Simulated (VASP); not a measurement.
# Al3SiSe4 (I4/mmm) in VASP: relaxation of cell and atoms with PBE

Aim: the relaxation of cell and atoms of Al3SiSe4 with PBE.

All numbers are computed with VASP 6.6.1; they aren't measurements. Logs are shortened: lines on timing, memory, paths and dates and some standing lists are left out, and cuts for length are marked.

### Step 1. The cell of the first run

It takes space group I4/mmm (No. 139, tetragonal). The conventional cell has a = 5.475 Å, b = 5.475 Å, c = 10.895 Å, α = 90.00°, β = 90.00°, γ = 90.00°. Al (site symmetry -4m2) has 6 Se at 2.72 to 2.74 Å within 3.6 Å. Al (site symmetry 4/mmm) has 6 Se at 2.72 to 2.74 Å within 3.6 Å. Within 3.6 Å of Si (site symmetry 4/mmm) lie 6 Se at 2.73 to 2.74 Å. Se (site symmetry mmm) has 4 Al at 2.72 to 2.74 Å and 2 Si at 2.74 Å within 3.6 Å. Within 3.6 Å of Se (site symmetry 4mm) lie 5 Al at 2.72 to 2.74 Å and 1 Si at 2.73 Å.

### Step 2. Relaxation of cell and atoms, PBE

Input file INCAR:

```
SYSTEM = Al3SiSe4
  PREC = Accurate
  ENCUT = 600
  EDIFF = 1E-6
  ISMEAR = 0
  SIGMA = 0.1
  LREAL = .FALSE.
  LASPH = .TRUE.
  NELM = 60
  ALGO = Normal
  ISIF = 3
  LWAVE = .FALSE.
  LCHARG = .FALSE.
  GGA = PE
  IBRION = 2
  NSW = 100
  EDIFFG = -0.01
```

Input file KPOINTS:

```
Automatic mesh
0
G
  10 10 10
  0 0 0
```

Input file POSCAR:

```
Al3SiSe4
1.0
   -2.7376244531      2.7376244531      5.4472523104
    2.7376244531     -2.7376244531      5.4472523104
    2.7376244531      2.7376244531     -5.4472523104
Al Si Se
3 1 4
Direct
    0.7500000000      0.2500000000      0.5000000000
    0.0000000000      0.0000000000      0.0000000000
    0.2500000000      0.7500000000      0.5000000000
    0.5000000000      0.5000000000      0.0000000000
    0.5000000000      0.0000000000      0.5000000000
    0.7507765610      0.7507765610      0.0000000000
    0.0000000000      0.5000000000      0.5000000000
    0.2492234390      0.2492234390      0.0000000000
```

Potentials or basis: VASP PAW PBE potentials, release 64 (Al, Si, Se).

Run with:

```bash
$ cat potpaw_PBE.64/Al/POTCAR potpaw_PBE.64/Si/POTCAR potpaw_PBE.64/Se/POTCAR > POTCAR
$ mpirun -np 1 vasp_std > vasp.out
```

OUTCAR:

```text
SYSTEM = Al3SiSe4
   PREC = Accurate
   ENCUT = 600
   EDIFF = 1E-6
   ISMEAR = 0
   LREAL = .FALSE.
   LASPH = .TRUE.
   NELM = 60
   ISIF = 3
   GGA = PE
   IBRION = 2
   NSW = 100
   EDIFFG = -0.01

 ion  position               nearest neighbor table
   1  0.750  0.250  0.500-   5 2.72   7 2.72   6 2.74   8 2.74   6 2.74   8 2.74
   2  0.000  0.000  0.000-   6 2.72   8 2.72   7 2.74   5 2.74   7 2.74   5 2.74
   3  0.250  0.750  0.500-   5 2.72   7 2.72   6 2.74   8 2.74   6 2.74   8 2.74
   4  0.500  0.500  0.000-   6 2.73   8 2.73   7 2.74   5 2.74   5 2.74   7 2.74
   5  0.500  0.000  0.500-   1 2.72   3 2.72   2 2.74   4 2.74   4 2.74   2 2.74
   6  0.751  0.751  0.000-   2 2.72   4 2.73   3 2.74   1 2.74   1 2.74   3 2.74
   7  0.000  0.500  0.500-   1 2.72   3 2.72   2 2.74   4 2.74   2 2.74   4 2.74
   8  0.249  0.249  0.000-   2 2.72   4 2.73   1 2.74   3 2.74   1 2.74   3 2.74

  LATTYP: Found a body centered tetragonal cell.
 ALAT       =     5.4752489062
 C/A-ratio  =     1.9897733980

  Lattice vectors:

 A1 = (  -2.7376244531,   2.7376244531,   5.4472523104)
 A2 = (   2.7376244531,  -2.7376244531,   5.4472523104)
 A3 = (   2.7376244531,   2.7376244531,  -5.4472523104)

Analysis of symmetry for initial positions (statically):
=====================================================================
 Subroutine PRICEL returns:
 Original cell was already a primitive cell.

 Routine SETGRP: Setting up the symmetry group for a
 body centered tetragonal supercell.

 Subroutine GETGRP returns: Found 16 space group operations
 (whereof 16 operations were pure point group operations)
 out of a pool of 16 trial point group operations.

The static configuration has the point symmetry D_4h.

Analysis of symmetry for dynamics (positions and initial velocities):
=====================================================================
 Subroutine PRICEL returns:
 Original cell was already a primitive cell.

 Routine SETGRP: Setting up the symmetry group for a
 body centered tetragonal supercell.

 Subroutine GETGRP returns: Found 16 space group operations
 (whereof 16 operations were pure point group operations)
 out of a pool of 16 trial point group operations.

The dynamic configuration has the point symmetry D_4h.

 Subroutine INISYM returns: Found 16 space group operations
 (whereof 16 operations are pure point group operations),
 and found     1 'primitive' translations

----------------------------------------------------------------------------------------

                                     Primitive cell

  volume of cell :     163.2996

[... 106 lines left out ...]
   ISIF   =      3    stress and relaxation
   ISYM   =      2    0-nonsym 1-usesym 2-fastsym
   POTIM  = 0.5000    time-step for ionic-motion
   TEBEG  =    0.0;   TEEND  =   0.0 temperature during run
   PSTRESS=    0.0 pullay stress
   NELECT =      37.0000    total number of electrons
   NUPDOWN=      -1.0000    fix difference up-down
   EMIN   =  10.00;   EMAX   =-10.00  energy-range for DOS
   EFERMI =   0.00;   METHOD = LEGACY
   ISMEAR =     0;   SIGMA  =   0.10  broadening in eV -4-tet -1-fermi 0-gaus
   EFERMI_NEDOS =   21; number of points for ismear=-14 and -15
   IALGO  =     38    algorithm
   IMIX   =      4    mixing-type and parameters
     AMIX     =   0.40;   BMIX     =  1.00
     AMIX_MAG =   1.60;   BMIX_MAG =  1.00
  volume/ion in A,a.u.               =      20.41       137.75
  Fermi-wavevector in a.u.,A,eV,Ry     =   0.998038  1.886018 13.552484  0.996079
  Thomas-Fermi vector in A             =   2.130234
   LORBIT       =      0    0 simple, 1 ext, 2 COOP (PROOUT), +10 PAW based schemes
   GGA     = PE    functional components
   LHFCALC =     F    Hartree Fock is set to
   AEXX    =    0.0000 exact exchange contribution
   IVDW    =     0    specifies the selected vdW correction
   LEPSILON=     F    determine dielectric tensor
   LRPA    =     F    only Hartree local field effects (RPA)
 conjugate gradient relaxation of ions
 non-spin polarized calculation
 Gauss-broadening in eV      SIGMA  =   0.10
  energy-cutoff  :      600.00
  volume of cell :      163.30
 maximum number of plane-waves:      5475
 NGX is ok and might be reduce to    54
   NGX = 27   NGY = 27   NGZ = 27

--------------------------------------- Ionic step        1  -------------------------------------------

 number of electron      37.0000001 magnetization

 Free energy of the ion-electron system (eV)
  ---------------------------------------------------
  ext. energy  EPLUGINS =         0.00000000
  ---------------------------------------------------
  free energy    TOTEN  =       -32.98004043 eV

  energy without entropy =      -32.96362136  energy(sigma->0) =      -32.97183090

------------------------ aborting loop because EDIFF is reached ----------------------------------------

  FORCE on cell =-STRESS in cart. coord.  units (eV):
  Direction    XX          YY          ZZ          XY          YZ          ZX
  --------------------------------------------------------------------------------------
  -------------------------------------------------------------------------------------
  Total       -0.0459386     -0.0459386      0.2537878      0.0000000     -0.0000000      0.0000000
  in kB       -0.4507163     -0.4507163      2.4899811      0.0000000     -0.0000000      0.0000000
  external PRESSURE =       0.5295162 kB  Pullay stress =       0.0000000 kB
[... 239 lines left out ...]
--------------------------------------- Ionic step        7  -------------------------------------------

 number of electron      37.0000000 magnetization

 Free energy of the ion-electron system (eV)
  ---------------------------------------------------
  ext. energy  EPLUGINS =         0.00000000
  ---------------------------------------------------
  free energy    TOTEN  =       -32.98161235 eV

  energy without entropy =      -32.96470541  energy(sigma->0) =      -32.97315888

 E-fermi :   6.4690     XC(G=0):  -9.8537

 val. band max:        6.4653933009   @ k =  -0.2000   0.3000   0.1000
 cond. band min:       6.4775290452   @ k =   0.5000   0.4000   0.0000
 fundamental gap:      0.0121357443
 Fermi energy:         6.4689623006

 k-point     1 :       0.0000    0.0000    0.0000
  band No.  band energies     occupation
      1      -9.0002      2.00000
      2      -7.3224      2.00000
      3      -7.2940      2.00000
      4      -7.2495      2.00000
      5      -0.9210      2.00000
      6      -0.5155      2.00000
[... 613 lines left out ...]
     22       8.2231      0.00000
     23       8.5847      0.00000

 [... further k-points ...]
[... 5 lines left out ...]
  --------------------------------------------------------------------------------------
  -------------------------------------------------------------------------------------
  Total        0.0068544      0.0068544      0.0019459      0.0000000     -0.0000000      0.0000000
  in kB        0.0672063      0.0672063      0.0190793      0.0000000     -0.0000000      0.0000000
  external PRESSURE =       0.0511640 kB  Pullay stress =       0.0000000 kB
[... 23 lines left out ...]
  FREE ENERGIE OF THE ION-ELECTRON SYSTEM (eV)
  ---------------------------------------------------
  free  energy   TOTEN  =       -32.9816123472 eV

  energy  without entropy=      -32.9647054080  energy(sigma->0) =      -32.97315888

 reached required accuracy - stopping structural energy minimisation
```

CONTCAR:

```text
Al3SiSe4
   1.00000000000000
    -2.7359769548135096    2.7359769548135096    5.4573602438357494
     2.7359769548135096   -2.7359769548135096    5.4573602438357494
     2.7359769548135096    2.7359769548135096   -5.4573602438357494
  Al              Si              Se
     3     1     4
Direct
     0.7500000000000000    0.2500000000000000    0.5000000000000000
     0.0000000000000000    0.0000000000000000    0.0000000000000000
     0.2500000000000000    0.7500000000000000    0.5000000000000000
     0.5000000000000000    0.5000000000000000    0.0000000000000000
     0.5000000000000000    0.0000000000000000    0.5000000000000000
     0.7524158734655186    0.7524158734655186    0.0000000000000000
     0.0000000000000000    0.5000000000000000    0.5000000000000000
     0.2475841265344812    0.2475841265344812    1.0000000000000000

  0.00000000E+00  0.00000000E+00  0.00000000E+00
  0.00000000E+00  0.00000000E+00  0.00000000E+00
  0.00000000E+00  0.00000000E+00  0.00000000E+00
  0.00000000E+00  0.00000000E+00  0.00000000E+00
  0.00000000E+00  0.00000000E+00  0.00000000E+00
  0.00000000E+00  0.00000000E+00  0.00000000E+00
  0.00000000E+00  0.00000000E+00  0.00000000E+00
  0.00000000E+00  0.00000000E+00  0.00000000E+00
```

Run time: 37 min. Hardware: 1 thread of Intel Xeon 6975P-C, shared host; peak memory 0.72 GiB.

What came out:

* Free energy: -32.9816 eV
* Relaxed volume: 20.43 Å³/atom
* Relaxed cell: a = 6.690 Å, b = 6.690 Å, c = 6.690 Å, α = 131.72°, β = 131.72°, γ = 70.67°
* Space group after relaxing (to 0.05 Å): I4/mmm (No. 139)
* Energy gained by relaxing: 0.2 meV/atom
* Ionic steps: 7
* Pressure after relaxing: 0.0 GPa

The path:
```tsv
step	energy change (eV)	largest force (eV/Å)	pressure (GPa)	volume (Å³)
1	0.0000	0.0743	0.05	163.30
2	-0.0007	0.0579	-0.01	163.46
3	-0.0010	0.0340	-0.10	163.70
4	-0.0010	0.0377	-0.09	163.66
5	-0.0014	0.0219	0.01	163.40
6	-0.0014	0.0110	0.07	163.23
7	-0.0016	0.0002	0.01	163.41
```

Final structure:
```
Al Si Se
1.0
    -2.73598    2.73598    5.45736
     2.73598   -2.73598    5.45736
     2.73598    2.73598   -5.45736
Al Si Se
3 1 4
Direct
  0.75000 0.25000 0.50000
  0.00000 0.00000 0.00000
  0.25000 0.75000 0.50000
  0.50000 0.50000 0.00000
  0.50000 0.00000 0.50000
  0.75242 0.75242 0.00000
  0.00000 0.50000 0.50000
  0.24758 0.24758 0.00000
```

Levels at points of the mesh, in eV from the Fermi level:
```csv
k point,band 17,band 18,band 19,band 20,band 21,band 22
"(0.00, 0.00, 0.00)",-2.55,-2.28,-0.20,0.27,1.48,1.65
"(0.50, 0.00, 0.00)",-1.26,-0.31,0.14,0.26,1.20,2.37
"(0.50, 0.50, 0.00)",-0.46,-0.18,0.00,0.39,1.28,1.39
"(0.50, 0.50, 0.50)",-3.63,-3.44,-1.05,-0.85,1.66,1.66
```
